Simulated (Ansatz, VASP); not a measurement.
**One calculation of SnO2, two programs**

The input POSCAR:

```
SnO2
1.0
    4.7599586104      0.0000000000      0.0000000000
    0.0000000000      4.7599586104      0.0000000000
    0.0000000000      0.0000000000      3.2007473194
Sn O
2 4
Direct
    0.0000000000      0.0000000000      0.0000000000
    0.5000000000      0.5000000000      0.5000000000
    0.3059052378      0.3059052378      0.0000000000
    0.6940947622      0.6940947622      0.0000000000
    0.8059052378      0.1940947622      0.5000000000
    0.1940947622      0.8059052378      0.5000000000
```

Contents of INCAR.step1:

```
PREC = Accurate ; ENCUT = 520
ISMEAR = -1 ; SIGMA = 0.05
LREAL = F ; LASPH = T
NELM = 80 ; NBANDS = 35
GGA = PE ; ALGO = Normal
EDIFF = 1E-4 ; LWAVE = T
LCHARG = F
```

File INCAR.step2:

```
PREC = Accurate ; ENCUT = 520
EDIFF = 1E-7 ; ISMEAR = -1
SIGMA = 0.05 ; LREAL = F
LASPH = T ; NELM = 80
ALGO = Normal ; ISIF = 2
LWAVE = F ; LCHARG = F
METAGGA = R2SCAN ; LMIXTAU = T
NBANDS = 35 ; ISTART = 1
```

File KPOINTS:

```
regular mesh
0
Gamma
  7 7 10
```

Input for Ansatz:

```yaml
crystal:
  lattice:
    - [4.7599586104, 0.0, 0.0]
    - [0.0, 4.7599586104, 0.0]
    - [0.0, 0.0, 3.2007473194]
  atoms:
    - { symbol: Sn, position: [0.0, 0.0, 0.0] }
    - { symbol: Sn, position: [0.5, 0.5, 0.5] }
    - { symbol: O, position: [0.3059052378, 0.3059052378, 0.0] }
    - { symbol: O, position: [0.6940947622, 0.6940947622, 0.0] }
    - { symbol: O, position: [0.8059052378, 0.1940947622, 0.5] }
    - { symbol: O, position: [0.1940947622, 0.8059052378, 0.5] }
kpoints:
  mp_grid: { grid: [7, 7, 10] }
  band_path:
    path:
      - [0.0, 0.0, 0.0]
      - [0.0, 0.5, 0.0]
      - [0.5, 0.5, 0.0]
      - [0.0, 0.0, 0.0]
      - [0.0, 0.0, 0.5]
      - [0.0, 0.5, 0.5]
      - [0.5, 0.5, 0.5]
      - [0.0, 0.0, 0.5]
      - [0.0, 0.5, 0.0]
    npoints: 8
scf:
  occupations: { method: fermi_dirac, width: 0.05 }
hamiltonian:
  xc: r2scan
  pseudopotentials: { kind: paw }
output:
  forces: true
  stress: true
  eigenvalues: true
  populations: true
  dos: { projected: true, de: 0.2, e_range: [-14, 8] }
```

Change from the starting cell: volume scaled by 1, PAW files.

Alike in both runs: task single point; functional r2SCAN; k mesh 7 × 7 × 10; occupations fermi-dirac, width 0.05 eV; no spin polarisation.

|  | VASP | Ansatz |
| --- | --- | --- |
| version | VASP 6.6.1 | Ansatz 0.2.0 |
| potentials or method | VASP PAW PBE potentials, release 64 (Sn_d, O) | PAW with Ansatz's default frozen-core files, scalar-relativistic |
| plane-wave cutoff (eV) | 520 | 500 |
| valence electrons in the cell | 52 | 52 |

```csv
,VASP,Ansatz,Ansatz less VASP
pressure (GPa),1.1,0.0,-1.10
"traceless stress, the component that is largest in VASP (GPa)",0.34,0.00,-0.338
rms of the force components (eV/Å),0.013,0.000,-0.0124
```

VASP's potentials were made for PBE, not for r2SCAN. Atom by atom the forces differ by 0.013 eV/Å (rms over components).
